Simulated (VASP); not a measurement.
# Cu (P6_3/mmc) in VASP: further runs

Aim: see how the results for Cu move with the level of theory and the settings. Levels: PBEsol+D3(BJ), BLYP+D3(BJ), PBEsol. Tasks: single point, relaxation of cell and atoms.

Everything below comes from runs of VASP 6.6.1. Logs are shortened: lines on timing, memory, paths and dates and some standing lists are left out, and cuts for length are marked.

### Step 1. The cell of the first run

The structure is hexagonal, space group P6_3/mmc (No. 194). The conventional cell has a = 2.488 Å, b = 2.488 Å, c = 8.078 Å, α = 90.00°, β = 90.00°, γ = 120.00°. Cu (site symmetry -3m) has 12 Cu at 2.48 to 2.49 Å within 3.3 Å. Within 3.3 Å of Cu (site symmetry -6m2) lie 12 Cu at 2.48 to 2.49 Å.

### Step 2. Single point, PBEsol+D3(BJ)

INCAR

```
SYSTEM = Cu
PREC     = Accurate       ! precision mode
ENCUT    = 520            ! plane-wave cutoff, eV
EDIFF    = 1E-6           ! SCF threshold, eV
ISMEAR   = 1              ! smearing method
SIGMA    = 0.15           ! smearing width, eV
LREAL    = .FALSE.        ! projectors in reciprocal space
LASPH    = .TRUE.         ! aspherical terms in the spheres
NELM     = 80             ! most SCF steps
ALGO     = Normal         ! electronic algorithm
ISIF     = 2              ! what is computed and relaxed
LWAVE    = .FALSE.        ! write WAVECAR
LCHARG   = .FALSE.        ! write CHGCAR
GGA      = PS             ! functional
IVDW     = 12             ! dispersion correction
NBANDS   = 30             ! bands
```

KPOINTS

```
regular mesh
0
G
  10 10 3
  0 0 0
```

POSCAR

```
Cu
1.0
    2.4879103096      0.0000000000      0.0000000000
   -1.2439551548      2.1545935305      0.0000000000
    0.0000000000      0.0000000000      8.0781783089
Cu
4
Direct
    0.0000000000      0.0000000000      0.0000000000
    0.3333333333      0.6666666667      0.2500000000
    0.0000000000      0.0000000000      0.5000000000
    0.6666666667      0.3333333333      0.7500000000
```

Potentials or basis: VASP PAW PBE potentials, release 64 (Cu).

Launch:

```
$ cat potpaw_PBE.64/Cu/POTCAR > POTCAR
$ mpirun -np 1 vasp_std > vasp.out
```

OUTCAR:

```text
SYSTEM = Cu
   PREC = Accurate
   ENCUT = 520
   EDIFF = 1E-6
   ISMEAR = 1
   LREAL = .FALSE.
   LASPH = .TRUE.
   NELM = 80
   ISIF = 2
   GGA = PS
   IVDW = 12
 IVDW          = 12

 ion  position               nearest neighbor table
   1  0.000  0.000  0.000-   2 2.48   4 2.48   4 2.48   2 2.48   4 2.48   2 2.48
   2  0.333  0.667  0.250-   1 2.48   3 2.48   1 2.48   3 2.48   1 2.48   3 2.48
   3  0.000  0.000  0.500-   2 2.48   4 2.48   4 2.48   2 2.48   4 2.48   2 2.48
   4  0.667  0.333  0.750-   1 2.48   3 2.48   1 2.48   3 2.48   1 2.48   3 2.48

  LATTYP: Found a hexagonal cell.
 ALAT       =     2.4879103096
 C/A-ratio  =     3.2469732843

  Lattice vectors:

 A1 = (   2.4879103096,   0.0000000000,   0.0000000000)
 A2 = (  -1.2439551548,   2.1545935305,   0.0000000000)
 A3 = (   0.0000000000,   0.0000000000,   8.0781783089)

Analysis of symmetry for initial positions (statically):
=====================================================================
 Subroutine PRICEL returns:
 Original cell was already a primitive cell.

 Routine SETGRP: Setting up the symmetry group for a
 hexagonal supercell.

 Subroutine GETGRP returns: Found 24 space group operations
 (whereof 12 operations were pure point group operations)
 out of a pool of 24 trial point group operations.

The static configuration has the point symmetry D_3d.
 The point group associated with its full space group is D_6h.

Analysis of symmetry for dynamics (positions and initial velocities):
=====================================================================
 Subroutine PRICEL returns:
 Original cell was already a primitive cell.

 Routine SETGRP: Setting up the symmetry group for a
 hexagonal supercell.

 Subroutine GETGRP returns: Found 24 space group operations
 (whereof 12 operations were pure point group operations)
 out of a pool of 24 trial point group operations.

The dynamic configuration has the point symmetry D_3d.
 The point group associated with its full space group is D_6h.

 Subroutine INISYM returns: Found 24 space group operations
 (whereof 12 operations are pure point group operations),
 and found     1 'primitive' translations

----------------------------------------------------------------------------------------

                                     Primitive cell

  volume of cell :      43.3026

  direct lattice vectors                    reciprocal lattice vectors
     2.487910310  0.000000000  0.000000000     0.401943750  0.232062332  0.000000000
    -1.243955155  2.154593531  0.000000000     0.000000000  0.464124665  0.000000000
     0.000000000  0.000000000  8.078178309     0.000000000  0.000000000  0.123790286

  length of vectors
     2.487910310  2.487910310  8.078178309     0.464124665  0.464124665  0.123790286

  position of ions in fractional coordinates (direct lattice)
     0.000000000  0.000000000  0.000000000
     0.333333333  0.666666667  0.250000000
     0.000000000  0.000000000  0.500000000
     0.666666667  0.333333333  0.750000000

  ion indices of the primitive-cell ions
   primitive index   ion index
                 1           1
                 2           2
                 3           3
                 4           4

----------------------------------------------------------------------------------------

 KPOINTS: regular mesh

Automatic generation of k-mesh.
 Grid dimensions read from file:
 generate k-points for:   10   10    3

 Generating k-lattice:

  Cartesian coordinates                     Fractional coordinates (reciprocal lattice)
     0.040194375  0.023206233  0.000000000     0.100000000 -0.000000000  0.000000000
     0.000000000  0.046412466  0.000000000     0.000000000  0.100000000  0.000000000
     0.000000000  0.000000000  0.041263429     0.000000000  0.000000000  0.333333333

  Length of vectors
     0.046412466  0.046412466  0.041263429

  Shift w.r.t. Gamma in fractional coordinates (k-lattice)
     0.000000000  0.000000000  0.000000000

 Subroutine IBZKPT returns following result:
 ===========================================

 Found     28 irreducible k-points:

 Following reciprocal coordinates:
            Coordinates               Weight
  0.000000  0.000000  0.000000      1.000000
  0.100000 -0.000000  0.000000      6.000000
  0.200000 -0.000000  0.000000      6.000000
  0.300000  0.000000  0.000000      6.000000
  0.400000  0.000000  0.000000      6.000000
  0.500000  0.000000  0.000000      3.000000
[... 16 lines left out ...]
  0.300000  0.100000  0.333333     24.000000
  0.400000  0.100000  0.333333     24.000000
 [... further k-points ...]
   k-points           NKPTS =     28   k-points in BZ     NKDIM =     28   number of bands    NBANDS=     30
   number of dos      NEDOS =    301   number of ions     NIONS =      4
   total plane-waves  NPLWV =  24000
   dimension x,y,z NGX =    20 NGY =   20 NGZ =   60
   dimension x,y,z NGXF=    40 NGYF=   40 NGZF=  120
   ions per type =               4
   NGX,Y,Z   is equivalent  to a cutoff of  13.36, 13.36, 12.35 a.u.
   NGXF,Y,Z  is equivalent  to a cutoff of  26.73, 26.73, 24.70 a.u.
 SYSTEM =  Cu
   PREC   = accura    normal or accurate (medium, high low for compatibility)
   ISTART =      0    job   : 0-new  1-cont  2-samecut
   ICHARG =      2    charge: 1-file 2-atom 10-const
   ISPIN  =      1    spin polarized calculation?
   LNONCOLLINEAR =      F non collinear calculations
   LSORBIT =      F    spin-orbit coupling
   LASPH  =      T    aspherical Exc in radial PAW
   ENCUT  =  520.0 eV  38.22 Ry    6.18 a.u.   4.63  4.63 15.02*2*pi/ulx,y,z
   NELM   =     80;   NELMIN=  2; NELMDL= -5     # of ELM steps
   EDIFF  = 0.1E-05   stopping-criterion for ELM
   LREAL  =      F    real-space projection
   EDIFFG = 0.1E-04   stopping-criterion for IOM
   NSW    =      0    number of steps for IOM
   IBRION =     -1    ionic relax: 0-MD 1-quasi-New 2-CG
   NFREE  =      0    steps in history (QN), initial steepest desc. (CG)
   ISIF   =      2    stress and relaxation
   ISYM   =      2    0-nonsym 1-usesym 2-fastsym
   POTIM  = 0.5000    time-step for ionic-motion
   TEBEG  =    0.0;   TEEND  =   0.0 temperature during run
   PSTRESS=    0.0 pullay stress
   NELECT =      44.0000    total number of electrons
   NUPDOWN=      -1.0000    fix difference up-down
   EMIN   =  10.00;   EMAX   =-10.00  energy-range for DOS
   EFERMI =   0.00;   METHOD = LEGACY
   ISMEAR =     1;   SIGMA  =   0.15  broadening in eV -4-tet -1-fermi 0-gaus
   EFERMI_NEDOS =   21; number of points for ismear=-14 and -15
   IALGO  =     38    algorithm
   IMIX   =      4    mixing-type and parameters
     AMIX     =   0.40;   BMIX     =  1.00
     AMIX_MAG =   1.60;   BMIX_MAG =  1.00
  volume/ion in A,a.u.               =      10.83        73.06
  Fermi-wavevector in a.u.,A,eV,Ry     =   1.645841  3.110189 36.855363  2.708793
  Thomas-Fermi vector in A             =   2.735570
   LORBIT       =      0    0 simple, 1 ext, 2 COOP (PROOUT), +10 PAW based schemes
   GGA     = PS    functional components
   LHFCALC =     F    Hartree Fock is set to
   AEXX    =    0.0000 exact exchange contribution
   IVDW    =    12    specifies the selected vdW correction
   LEPSILON=     F    determine dielectric tensor
   LRPA    =     F    only Hartree local field effects (RPA)
 non-spin polarized calculation
 Methfessel and Paxton  Order N= 1 SIGMA  =   0.15
  energy-cutoff  :      520.00
  volume of cell :       43.30
 maximum number of plane-waves:      1180
 NGX is ok and might be reduce to    20
   NGX =  9   NGY =  9   NGZ = 31

 number of electron      44.0000011 magnetization

 Free energy of the ion-electron system (eV)
  ---------------------------------------------------
  ext. energy  EPLUGINS =         0.00000000
  ---------------------------------------------------
  free energy    TOTEN  =       -17.12938910 eV

  energy without entropy =      -17.12957415  energy(sigma->0) =      -17.12945078

 E-fermi :   8.5000     XC(G=0): -13.4237

 val. band max:        8.4767670869   @ k =   0.3000   0.0000   0.3333
 cond. band min:       8.5536717506   @ k =   0.4000   0.1000   0.3333
 fundamental gap:      0.0769046637
 Fermi energy:         8.5000418343

 k-point     1 :       0.0000    0.0000    0.0000
  band No.  band energies     occupation
      1      -1.5484      2.00000
      2       0.7059      2.00000
      3       0.7277      2.00000
      4       2.9301      2.00000
      5       4.9379      2.00000
      6       4.9418      2.00000
[... 22 lines left out ...]
     29      31.0213      0.00000
     30      31.5815      0.00000

 k-point     2 :       0.1000   -0.0000    0.0000
  band No.  band energies     occupation
      1      -1.2066      2.00000
      2       1.0071      2.00000
      3       1.0280      2.00000
      4       3.1312      2.00000
      5       4.7757      2.00000
      6       4.8542      2.00000
[... 22 lines left out ...]
     29      28.5874      0.00000
     30      28.5929      0.00000

 k-point     3 :       0.2000   -0.0000    0.0000
  band No.  band energies     occupation
      1      -0.2195      2.00000
      2       1.8171      2.00000
      3       1.8350      2.00000
      4       3.5970      2.00000
      5       4.5243      2.00000
      6       4.6380      2.00000
[... 22 lines left out ...]
     29      23.9631      0.00000
     30      24.1507      0.00000

 k-point     4 :       0.3000    0.0000    0.0000
  band No.  band energies     occupation
      1       1.2480      2.00000
      2       2.7088      2.00000
      3       2.7249      2.00000
      4       3.8163      2.00000
      5       4.2478      2.00000
      6       4.4035      2.00000
[... 616 lines left out ...]
     29      22.6285      0.00000
     30      23.2712      0.00000

 k-point    23 :       0.3000    0.1000    0.3333
  band No.  band energies     occupation
      1       2.3516      2.00000
      2       2.6954      2.00000
      3       3.5052      2.00000
      4       3.8278      2.00000
      5       3.9942      2.00000
      6       4.1462      2.00000
[... 22 lines left out ...]
     29      21.0269      0.00000
     30      21.3880      0.00000

 k-point    24 :       0.4000    0.1000    0.3333
  band No.  band energies     occupation
      1       3.1350      2.00000
      2       3.2614      2.00000
      3       3.4351      2.00000
      4       3.6337      2.00000
      5       3.8787      2.00000
      6       3.9886      2.00000
[... 22 lines left out ...]
     29      20.1340      0.00000
     30      20.5967      0.00000

 [... further k-points ...]

------------------------ aborting loop because EDIFF is reached ----------------------------------------

 Edisp (eV)   -2.28882

 E8    (eV) :    -1.4933

  FORCE on cell =-STRESS in cart. coord.  units (eV):
  Direction    XX          YY          ZZ          XY          YZ          ZX
  --------------------------------------------------------------------------------------
  -------------------------------------------------------------------------------------
  Total       0.20282     0.20282     0.17201    -0.00000     0.00000     0.00000
  in kB       7.50444     7.50444     6.36417    -0.00000     0.00000     0.00000
  external pressure =        7.12 kB  Pullay stress =        0.00 kB

 VOLUME and BASIS-vectors are now :
 -----------------------------------------------------------------------------
  energy-cutoff  :      520.00
  volume of cell :       43.30
      direct lattice vectors                 reciprocal lattice vectors
     2.487910310  0.000000000  0.000000000     0.401943750  0.232062332  0.000000000
    -1.243955155  2.154593531  0.000000000     0.000000000  0.464124665  0.000000000
     0.000000000  0.000000000  8.078178309     0.000000000  0.000000000  0.123790286

 POSITION                                       TOTAL-FORCE (eV/Angst)
 -----------------------------------------------------------------------------------
      0.00000      0.00000      0.00000        -0.000000      0.000000      0.000000
     -0.00000      1.43640      2.01954         0.000000      0.000000     -0.000000
      0.00000      0.00000      4.03909        -0.000000      0.000000      0.000000
      1.24396      0.71820      6.05863        -0.000000     -0.000000      0.000000
 -----------------------------------------------------------------------------------
    total drift:                                0.000000     -0.000000      0.000000

  FREE ENERGIE OF THE ION-ELECTRON SYSTEM (eV)
  ---------------------------------------------------
  free  energy   TOTEN  =       -19.4182101149 eV

  energy  without entropy=      -19.4183951697  energy(sigma->0) =      -19.41827180
```

Run time: 16 s. Hardware: 1 thread of Intel Xeon 6975P-C (Granite Rapids), shared host; peak memory 0.18 GiB.

What came out:

```
Free energy                : -19.4182 eV
Pressure                   : 0.7 GPa
Band gap on the k mesh     : zero (band 22 reaches 11.68 eV, above the bottom of band 23 at 6.72 eV)
Dispersion energy per atom : -0.572 eV
```

Caveat: the PAW data sets were made with another functional, which shifts forces and pressure a little; pairwise dispersion overbinds metals, which lowers pressure and volume.

### Step 3. Single point, BLYP+D3(BJ)

This run uses another cell than the first one, of 11.14 Å³/atom, 1.029 times its volume.

INCAR

```
SYSTEM = Cu
PREC = Accurate ; ENCUT = 520
EDIFF = 1E-6 ; ISMEAR = 1
SIGMA = 0.15 ; LREAL = .False.
LASPH = .True. ; NELM = 80
ALGO = Normal ; ISIF = 2
LWAVE = .False. ; LCHARG = .False.
GGA = B5 ; ALDAX = 1.0
AGGAX = 1.0 ; AGGAC = 1.0
ALDAC = 0.0 ; IVDW = 12
VDW_S6 = 1.0 ; VDW_S8 = 2.6996
VDW_A1 = 0.4298 ; VDW_A2 = 4.2359
NBANDS = 30
```

KPOINTS

```
regular mesh
0
Gamma
  10 10 3
  0 0 0
```

POSCAR

```
Cu
1.0
    2.5132102560      0.0000000000      0.0000000000
   -1.2566051280      2.1765039268      0.0000000000
    0.0000000000      0.0000000000      8.1470379974
Cu
4
Direct
    0.0000000000      0.0000000000      0.0000000000
    0.3333333333      0.6666666667      0.2500000000
    0.0000000000      0.0000000000      0.5000000000
    0.6666666667      0.3333333333      0.7500000000
```

Potentials or basis: VASP PAW PBE potentials, release 64 (Cu).

Launch:

```
$ cat potpaw_PBE.64/Cu/POTCAR > POTCAR
$ mpirun -np 1 vasp_std > vasp.out
```

OUTCAR:

```text
SYSTEM = Cu
   PREC = Accurate
   ENCUT = 520
   EDIFF = 1E-6
   ISMEAR = 1
   LREAL = .False.
   LASPH = .True.
   NELM = 80
   ISIF = 2
   GGA = B5
   IVDW = 12
 IVDW          = 12

 ion  position               nearest neighbor table
   1  0.000  0.000  0.000-   2 2.50   4 2.50   4 2.50   2 2.50   4 2.50   2 2.50
   2  0.333  0.667  0.250-   1 2.50   3 2.50   1 2.50   3 2.50   1 2.50   3 2.50
   3  0.000  0.000  0.500-   2 2.50   4 2.50   4 2.50   2 2.50   4 2.50   2 2.50
   4  0.667  0.333  0.750-   1 2.50   3 2.50   1 2.50   3 2.50   1 2.50   3 2.50

  LATTYP: Found a hexagonal cell.
 ALAT       =     2.5132102560
 C/A-ratio  =     3.2416857992

  Lattice vectors:

 A1 = (   2.5132102560,   0.0000000000,   0.0000000000)
 A2 = (  -1.2566051280,   2.1765039268,   0.0000000000)
 A3 = (   0.0000000000,   0.0000000000,   8.1470379974)

Analysis of symmetry for initial positions (statically):
=====================================================================
 Subroutine PRICEL returns:
 Original cell was already a primitive cell.

 Routine SETGRP: Setting up the symmetry group for a
 hexagonal supercell.

 Subroutine GETGRP returns: Found 24 space group operations
 (whereof 12 operations were pure point group operations)
 out of a pool of 24 trial point group operations.
[... 174 lines left out ...]
 fundamental gap:      0.1194067600
 Fermi energy:         8.8234559081

 k-point     1 :       0.0000    0.0000    0.0000
  band No.  band energies     occupation
      1      -0.8812      2.00000
      2       1.3294      2.00000
      3       1.3491      2.00000
      4       3.3806      2.00000
      5       5.2894      2.00000
      6       5.2935      2.00000
[... 781 lines left out ...]
     29      20.3560      0.00000
     30      20.6712      0.00000

 [... further k-points ...]

------------------------ aborting loop because EDIFF is reached ----------------------------------------

 Edisp (eV)   -5.60737

 E8    (eV) :    -4.0904

  FORCE on cell =-STRESS in cart. coord.  units (eV):
  Direction    XX          YY          ZZ          XY          YZ          ZX
  --------------------------------------------------------------------------------------
  -------------------------------------------------------------------------------------
  Total       0.18031     0.18031     0.16426     0.00000    -0.00000     0.00000
  in kB       6.48255     6.48255     5.90541     0.00000    -0.00000     0.00000
  external pressure =        6.29 kB  Pullay stress =        0.00 kB

 VOLUME and BASIS-vectors are now :
 -----------------------------------------------------------------------------
  energy-cutoff  :      520.00
  volume of cell :       44.56
      direct lattice vectors                 reciprocal lattice vectors
     2.513210256  0.000000000  0.000000000     0.397897469  0.229726211  0.000000000
    -1.256605128  2.176503927  0.000000000     0.000000000  0.459452422  0.000000000
     0.000000000  0.000000000  8.147037997     0.000000000  0.000000000  0.122743996

 POSITION                                       TOTAL-FORCE (eV/Angst)
 -----------------------------------------------------------------------------------
      0.00000      0.00000      0.00000        -0.000000      0.000000     -0.000000
     -0.00000      1.45100      2.03676        -0.000000      0.000000      0.000000
      0.00000      0.00000      4.07352         0.000000      0.000000     -0.000000
      1.25661      0.72550      6.11028         0.000000      0.000000     -0.000000
 -----------------------------------------------------------------------------------
    total drift:                                0.000000     -0.000000      0.000000

  FREE ENERGIE OF THE ION-ELECTRON SYSTEM (eV)
  ---------------------------------------------------
  free  energy   TOTEN  =       -17.1078305580 eV

  energy  without entropy=      -17.1078504729  energy(sigma->0) =      -17.10783720
```

It took 26 s on 1 thread of Intel Xeon 6975P-C (Granite Rapids), shared host; peak memory 0.18 GiB.

Results:

```
Free energy                : -17.1078 eV
Pressure                   : 0.6 GPa
Band gap on the k mesh     : zero (band 22 reaches 12.03 eV, above the bottom of band 23 at 6.95 eV)
Dispersion energy per atom : -1.402 eV
```

Caveat: the PAW data sets were made with another functional, which shifts forces and pressure a little; pairwise dispersion overbinds metals, which lowers pressure and volume.

(Part 1 of 2 ends here.)
